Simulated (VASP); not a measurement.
Input of a VASP 6.6.1 run:

File INCAR:

```
SYSTEM = Pb
  PREC = Accurate
  ENCUT = 600
  EDIFF = 1E-6
  ISMEAR = 0
  SIGMA = 0.1
  LREAL = .False.
  LASPH = .True.
  NELM = 100
  ALGO = Normal
  ISIF = 3
  LWAVE = .False.
  LCHARG = .False.
  GGA = PE
  IVDW = 12
  IBRION = 2
  NSW = 100
  EDIFFG = -0.005
```

KPOINTS

```
Automatic mesh
0
Gamma
  14 14 14
  0 0 0
```

POSCAR

```
Pb
1.0
    0.0000000000      2.4750200000      2.4750200000
    2.4750200000      0.0000000000      2.4750200000
    2.4750200000      2.4750200000      0.0000000000
Pb
1
Direct
    0.0000000000      0.0000000000      0.0000000000
```

Potentials or basis: VASP PAW PBE potentials, release 64 (Pb_d).

Command:

```sh
$ cat potpaw_PBE.64/Pb_d/POTCAR > POTCAR
$ mpirun -np 1 vasp_std > vasp.out
```

Q: Predict the relaxed volume.

A: 30.45 Å³/atom.

Q: Estimate the band gap on the k mesh.

A: Zero (band 7 reaches 14.62 eV, above the bottom of band 8 at 5.68 eV).

Final structure:
```yaml
crystal:
  lattice:
    - [0.00000, 2.47860, 2.47860]
    - [2.47860, 0.00000, 2.47860]
    - [2.47860, 2.47860, 0.00000]
  atoms:
    - { symbol: Pb, position: [0.00000, 0.00000, 0.00000] }
```

Caveat: spin-orbit coupling is left out, which moves the levels of the heavy elements; pairwise dispersion overbinds metals, which lowers pressure and volume. Zero-point motion and thermal expansion aren't in these numbers.
